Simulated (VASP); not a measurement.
Here is a VASP 6.6.1 calculation.

The input INCAR:

```
ALGO = Normal ; EDIFF = 1E-8
ENCUT = 600 ; GGA = CA
IBRION = 6 ; ISIF = 3
ISMEAR = 0 ; LASPH = True
LCHARG = False ; LREAL = False
LWAVE = False ; NBANDS = 11
NELM = 80 ; NFREE = 2
NSW = 1 ; POTIM = 0.015
PREC = Accurate ; SIGMA = 0.01
```

The input KPOINTS:

```
k-points
0
Gamma
  10 10 10
```

Contents of POSCAR:

```
BP
1.0
    0.0000000000      2.1476551804      2.1476551804
    2.1476551804      0.0000000000      2.1476551804
    2.1476551804      2.1476551804      0.0000000000
B P
1 1
Direct
    0.0000000000      0.0000000000      0.0000000000
    0.7500000000      0.7500000000      0.7500000000
```

Potentials or basis: VASP PAW LDA potentials, release 64 (B, P).

The run is started by

```bash
$ cat potpaw_LDA.64/B/POTCAR potpaw_LDA.64/P/POTCAR > POTCAR
$ mpirun -np 1 vasp_std > vasp.out
```

**Question.** Predict the elastic constants C11, C12, C44.

**Answer.** 449, 149, 239 GPa.

**Question.** Estimate the Voigt bulk modulus.

**Answer.** 249 GPa.

**Question.** What does it give for the highest phonon frequency at Γ, LO-TO splitting left out?

**Answer.** 934 cm⁻¹.

Elastic tensor in Voigt notation (GPa, in the Cartesian axes of the cell as first typed):
```
449 149 149   0   0   0
149 449 149   0   0   0
149 149 449   0   0   0
  0   0   0 239   0   0
  0   0   0   0 239   0
  0   0   0   0   0 239
```

Caveat: the cell is under stress, which shifts elastic constants.
